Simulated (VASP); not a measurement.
# SnO2 (fluorite type) (Fm-3m) in VASP: settings compared

SnO2 (fluorite type) is run at these levels: r2SCAN, PBE; tasks: single point.

Everything below comes from runs of VASP 6.6.1. Logs are shortened: lines on timing, memory, paths and dates and some standing lists are left out, and cuts for length are marked.

## 1. The cell of the first run

It takes space group Fm-3m (No. 225, cubic). Conventional cell: a = 5.211 Å, b = 5.211 Å, c = 5.211 Å, α = 90.00°, β = 90.00°, γ = 90.00°. Sn (site symmetry m-3m) has 8 O at 2.26 Å within 3.0 Å. O (site symmetry -43m) has 4 Sn at 2.26 Å and 6 O at 2.61 Å within 3.0 Å.

## 2. Single point, r2SCAN

Input file POSCAR:

```
SnO2
1.0
    0.0000000000      2.6052814978      2.6052814978
    2.6052814978      0.0000000000      2.6052814978
    2.6052814978      2.6052814978      0.0000000000
Sn O
1 2
Direct
    0.0000000000      0.0000000000      0.0000000000
    0.2500000000      0.2500000000      0.2500000000
    0.7500000000      0.7500000000      0.7500000000
```

Input file INCAR.step1:

```
SYSTEM = SnO2
PREC = Accurate ; ENCUT = 520
ISMEAR = -1 ; SIGMA = 0.1
LREAL = .FALSE. ; LASPH = .TRUE.
NELM = 80 ; NBANDS = 20
GGA = PE ; ALGO = Normal
EDIFF = 1E-4 ; LWAVE = .TRUE.
LCHARG = .FALSE.
```

Input file INCAR.step2:

```
SYSTEM = SnO2
PREC = Accurate ; ENCUT = 520
EDIFF = 1E-7 ; ISMEAR = -1
SIGMA = 0.1 ; LREAL = .FALSE.
LASPH = .TRUE. ; NELM = 80
ALGO = Normal ; ISIF = 2
LWAVE = .FALSE. ; LCHARG = .FALSE.
METAGGA = R2SCAN ; LMIXTAU = .TRUE.
NBANDS = 20 ; ISTART = 1
```

Input file KPOINTS:

```
regular mesh
0
G
  12 12 12
  0 0 0
```

Potentials or basis: VASP PAW PBE potentials, release 64 (Sn_d, O).

Run with:

```sh
$ cat potpaw_PBE.64/Sn_d/POTCAR potpaw_PBE.64/O/POTCAR > POTCAR
$ cp INCAR.step1 INCAR
$ mpirun -np 1 vasp_std > vasp.out
$ cp INCAR.step2 INCAR
$ mpirun -np 1 vasp_std > vasp.out
```

OUTCAR:

```text
SYSTEM = SnO2
   PREC = Accurate
   ENCUT = 520
   EDIFF = 1E-7
   ISMEAR = -1
   LREAL = .FALSE.
   LASPH = .TRUE.
   NELM = 80
   ISIF = 2
   METAGGA = R2SCAN
   ISTART = 1

 ion  position               nearest neighbor table
   1  0.000  0.000  0.000-   3 2.26   3 2.26   3 2.26   2 2.26   3 2.26   2 2.26   2 2.26   2 2.26

   2  0.250  0.250  0.250-   1 2.26   1 2.26   1 2.26   1 2.26
   3  0.750  0.750  0.750-   1 2.26   1 2.26   1 2.26   1 2.26

  LATTYP: Found a face centered cubic cell.
 ALAT       =     5.2105629956

  Lattice vectors:

 A1 = (   0.0000000000,   2.6052814978,   2.6052814978)
 A2 = (   2.6052814978,   0.0000000000,   2.6052814978)
 A3 = (   2.6052814978,   2.6052814978,   0.0000000000)

Analysis of symmetry for initial positions (statically):
=====================================================================
 Subroutine PRICEL returns:
 Original cell was already a primitive cell.

 Routine SETGRP: Setting up the symmetry group for a
 face centered cubic supercell.

 Subroutine GETGRP returns: Found 48 space group operations
 (whereof 48 operations were pure point group operations)
 out of a pool of 48 trial point group operations.

The static configuration has the point symmetry O_h .

Analysis of symmetry for dynamics (positions and initial velocities):
=====================================================================
 Subroutine PRICEL returns:
 Original cell was already a primitive cell.

 Routine SETGRP: Setting up the symmetry group for a
 face centered cubic supercell.

 Subroutine GETGRP returns: Found 48 space group operations
 (whereof 48 operations were pure point group operations)
 out of a pool of 48 trial point group operations.

The dynamic configuration has the point symmetry O_h .

 Subroutine INISYM returns: Found 48 space group operations
 (whereof 48 operations are pure point group operations),
 and found     1 'primitive' translations

----------------------------------------------------------------------------------------

                                     Primitive cell

  volume of cell :      35.3667

  direct lattice vectors                    reciprocal lattice vectors
     0.000000000  2.605281498  2.605281498    -0.191917841  0.191917841  0.191917841
     2.605281498  0.000000000  2.605281498     0.191917841 -0.191917841  0.191917841
     2.605281498  2.605281498  0.000000000     0.191917841  0.191917841 -0.191917841

  length of vectors
     3.684424428  3.684424428  3.684424428     0.332411451  0.332411451  0.332411451

  position of ions in fractional coordinates (direct lattice)
     0.000000000  0.000000000  0.000000000
     0.250000000  0.250000000  0.250000000
     0.750000000  0.750000000  0.750000000

  ion indices of the primitive-cell ions
   primitive index   ion index
                 1           1
                 2           2
                 3           3

----------------------------------------------------------------------------------------

 KPOINTS: regular mesh

Automatic generation of k-mesh.
 Grid dimensions read from file:
 generate k-points for:   12   12   12

 Generating k-lattice:

  Cartesian coordinates                     Fractional coordinates (reciprocal lattice)
    -0.015993153  0.015993153  0.015993153     0.083333333  0.000000000  0.000000000
     0.015993153 -0.015993153  0.015993153     0.000000000  0.083333333  0.000000000
     0.015993153  0.015993153 -0.015993153     0.000000000  0.000000000  0.083333333

  Length of vectors
     0.027700954  0.027700954  0.027700954

  Shift w.r.t. Gamma in fractional coordinates (k-lattice)
     0.000000000  0.000000000  0.000000000

 Subroutine IBZKPT returns following result:
 ===========================================

 Found     72 irreducible k-points:

 Following reciprocal coordinates:
            Coordinates               Weight
  0.000000  0.000000  0.000000      1.000000
  0.083333  0.000000  0.000000      8.000000
  0.166667  0.000000  0.000000      8.000000
  0.250000  0.000000  0.000000      8.000000
  0.333333  0.000000  0.000000      8.000000
  0.416667  0.000000  0.000000      8.000000
[... 16 lines left out ...]
  0.500000  0.166667  0.000000     24.000000
 -0.416667  0.166667  0.000000     24.000000
 [... further k-points ...]
   k-points           NKPTS =     72   k-points in BZ     NKDIM =     72   number of bands    NBANDS=     20
   number of dos      NEDOS =    301   number of ions     NIONS =      3
   total plane-waves  NPLWV =  21952
   dimension x,y,z NGX =    28 NGY =   28 NGZ =   28
   dimension x,y,z NGXF=    56 NGYF=   56 NGZF=   56
   ions per type =               1   2
   NGX,Y,Z   is equivalent  to a cutoff of  12.63, 12.63, 12.63 a.u.
   NGXF,Y,Z  is equivalent  to a cutoff of  25.27, 25.27, 25.27 a.u.
 SYSTEM =  SnO2
   PREC   = accura    normal or accurate (medium, high low for compatibility)
   ISTART =      1    job   : 0-new  1-cont  2-samecut
   ICHARG =      0    charge: 1-file 2-atom 10-const
   ISPIN  =      1    spin polarized calculation?
   LNONCOLLINEAR =      F non collinear calculations
   LSORBIT =      F    spin-orbit coupling
   LASPH  =      T    aspherical Exc in radial PAW
   ENCUT  =  520.0 eV  38.22 Ry    6.18 a.u.   6.85  6.85  6.85*2*pi/ulx,y,z
   NELM   =     80;   NELMIN=  2; NELMDL=  0     # of ELM steps
   EDIFF  = 0.1E-06   stopping-criterion for ELM
   LREAL  =      F    real-space projection
   EDIFFG = 0.1E-05   stopping-criterion for IOM
   NSW    =      0    number of steps for IOM
   IBRION =     -1    ionic relax: 0-MD 1-quasi-New 2-CG
   NFREE  =      0    steps in history (QN), initial steepest desc. (CG)
   ISIF   =      2    stress and relaxation
   ISYM   =      2    0-nonsym 1-usesym 2-fastsym
   POTIM  = 0.5000    time-step for ionic-motion
   TEBEG  =    0.0;   TEEND  =   0.0 temperature during run
   PSTRESS=    0.0 pullay stress
   NELECT =      26.0000    total number of electrons
   NUPDOWN=      -1.0000    fix difference up-down
   EMIN   =  10.00;   EMAX   =-10.00  energy-range for DOS
   EFERMI =   0.00;   METHOD = LEGACY
   ISMEAR =    -1;   SIGMA  =   0.10  broadening in eV -4-tet -1-fermi 0-gaus
   EFERMI_NEDOS =   21; number of points for ismear=-14 and -15
   IALGO  =     38    algorithm
   IMIX   =      4    mixing-type and parameters
     AMIX     =   0.40;   BMIX     =  1.00
     AMIX_MAG =   1.60;   BMIX_MAG =  1.00
  volume/ion in A,a.u.               =      11.79        79.56
  Fermi-wavevector in a.u.,A,eV,Ry     =   1.477524  2.792116 29.702579  2.183078
  Thomas-Fermi vector in A             =   2.591918
   LORBIT       =      0    0 simple, 1 ext, 2 COOP (PROOUT), +10 PAW based schemes
   METAGGA = R2SCAN    functional components
   LHFCALC =     F    Hartree Fock is set to
   AEXX    =    0.0000 exact exchange contribution
   IVDW    =     0    specifies the selected vdW correction
   LEPSILON=     F    determine dielectric tensor
   LRPA    =     F    only Hartree local field effects (RPA)
 non-spin polarized calculation
  energy-cutoff  :      520.00
  volume of cell :       35.37
 maximum number of plane-waves:       964
   NGX = 13   NGY = 13   NGZ = 13

 number of electron      26.0000010 magnetization

 Free energy of the ion-electron system (eV)
  ---------------------------------------------------
  ext. energy  EPLUGINS =         0.00000000
  ---------------------------------------------------
  free energy    TOTEN  =       -41.35830544 eV

  energy without entropy =      -41.35707899  energy(sigma->0) =      -41.35769221

 E-fermi :   6.9864     XC(G=0): -12.2735

 val. band max:        6.5363402551   @ k =   0.0000   0.0000   0.0000
 cond. band min:       7.3381595367   @ k =   0.0833   0.0000   0.0000
 fundamental gap:      0.8018192815
 Fermi energy:         6.9864284337

 k-point     1 :       0.0000    0.0000    0.0000
  band No.  band energies     occupation
      1     -14.6687      2.00000
      2     -14.6687      2.00000
      3     -14.6687      2.00000
      4     -14.5437      2.00000
      5     -14.5437      2.00000
      6     -13.4210      2.00000
[... 12 lines left out ...]
     19      22.3257      0.00000
     20      22.3257      0.00000

 k-point     2 :       0.0833    0.0000    0.0000
  band No.  band energies     occupation
      1     -14.6930      2.00000
      2     -14.6645      2.00000
      3     -14.6645      2.00000
      4     -14.5439      2.00000
      5     -14.5439      2.00000
      6     -13.3588      2.00000
[... 12 lines left out ...]
     19      22.3328      0.00000
     20      22.3328      0.00000

 k-point     3 :       0.1667    0.0000    0.0000
  band No.  band energies     occupation
      1     -14.7644      2.00000
      2     -14.6540      2.00000
      3     -14.6539      2.00000
      4     -14.5435      2.00000
      5     -14.5434      2.00000
      6     -13.1650      2.00000
[... 12 lines left out ...]
     19      22.3536      0.00000
     20      22.3536      0.00000

 k-point     4 :       0.2500    0.0000    0.0000
  band No.  band energies     occupation
      1     -14.8677      2.00000
      2     -14.6422      2.00000
      3     -14.6422      2.00000
      4     -14.5401      2.00000
      5     -14.5400      2.00000
      6     -12.8380      2.00000
[... 12 lines left out ...]
     19      22.3735      0.00000
     20      22.5387      0.00000

 k-point     5 :       0.3333    0.0000    0.0000
  band No.  band energies     occupation
      1     -14.9725      2.00000
      2     -14.6344      2.00000
      3     -14.6344      2.00000
      4     -14.5327      2.00000
      5     -14.5326      2.00000
      6     -12.4035      2.00000
[... 12 lines left out ...]
     19      22.3537      0.00000
     20      22.6465      0.00000
[... 353 lines left out ...]
      6     -12.5495      2.00000
[... 12 lines left out ...]
     19      23.0058      0.00000
     20      24.9960      0.00000

 k-point    22 :       0.4167    0.1667    0.0000
  band No.  band energies     occupation
      1     -14.9873      2.00000
      2     -14.6859      2.00000
      3     -14.6091      2.00000
      4     -14.5584      2.00000
      5     -14.5206      2.00000
      6     -12.1073      2.00000
[... 12 lines left out ...]
     19      22.9763      0.00000
     20      25.1588      0.00000

 k-point    23 :       0.5000    0.1667    0.0000
  band No.  band energies     occupation
      1     -15.0206      2.00000
      2     -14.7077      2.00000
      3     -14.6078      2.00000
      4     -14.5530      2.00000
      5     -14.5205      2.00000
      6     -11.6352      2.00000
[... 12 lines left out ...]
     19      22.7167      0.00000
     20      25.2564      0.00000

 k-point    24 :      -0.4167    0.1667    0.0000
  band No.  band energies     occupation
      1     -15.0161      2.00000
      2     -14.7224      2.00000
      3     -14.6087      2.00000
      4     -14.5469      2.00000
      5     -14.5277      2.00000
      6     -11.4414      2.00000
[... 12 lines left out ...]
     19      22.4190      0.00000
     20      25.4422      0.00000

 [... further k-points ...]

------------------------ aborting loop because EDIFF is reached ----------------------------------------

  FORCE on cell =-STRESS in cart. coord.  units (eV):
  Direction    XX          YY          ZZ          XY          YZ          ZX
  --------------------------------------------------------------------------------------
  -------------------------------------------------------------------------------------
  Total       -3.2148205     -3.2148205     -3.2148205      0.0000000      0.0000000      0.0000000
  in kB     -145.6375453   -145.6375453   -145.6375453      0.0000000      0.0000000      0.0000000
  external PRESSURE =    -145.6375453 kB  Pullay stress =       0.0000000 kB

 VOLUME and BASIS-vectors are now :
 -----------------------------------------------------------------------------
  energy-cutoff  :      520.00
  volume of cell :       35.37
      direct lattice vectors                 reciprocal lattice vectors
     0.000000000  2.605281498  2.605281498    -0.191917841  0.191917841  0.191917841
     2.605281498  0.000000000  2.605281498     0.191917841 -0.191917841  0.191917841
     2.605281498  2.605281498  0.000000000     0.191917841  0.191917841 -0.191917841

 POSITION                                       TOTAL-FORCE (eV/Angst)
 -----------------------------------------------------------------------------------
      0.00000      0.00000      0.00000         0.000000     -0.000000      0.000000
      1.30264      1.30264      1.30264         0.000000      0.000000     -0.000000
      3.90792      3.90792      3.90792        -0.000000     -0.000000      0.000000
 -----------------------------------------------------------------------------------
    total drift:                               -0.000000     -0.000000      0.000000

  FREE ENERGIE OF THE ION-ELECTRON SYSTEM (eV)
  ---------------------------------------------------
  free  energy   TOTEN  =       -41.3583054372 eV

  energy  without entropy=      -41.3570789908  energy(sigma->0) =      -41.35769221
```

Wall time 2.4 min (1 thread of Intel Xeon Platinum 8488C (Sapphire Rapids), shared host); peak memory 0.19 GiB.

Results:

```yaml
Free_energy: -41.3583 eV
Pressure: -14.6 GPa
Band_gap_on_the_k_mesh: 0.01 eV (least direct gap 1.28 eV)
```

Caveat: the cell stands under tension; the smearing spreads over this small gap; semilocal functionals underestimate gaps, and a narrow one can read as zero; the PAW data sets were made with another functional, which shifts forces and pressure a little; spin-orbit coupling is left out, which moves the levels of the heavy elements. A k mesh can miss the band edges.

(Continued in part 2 of 2.)

The gap in the log of VASP goes by the Fermi energy; the results here count the filled bands.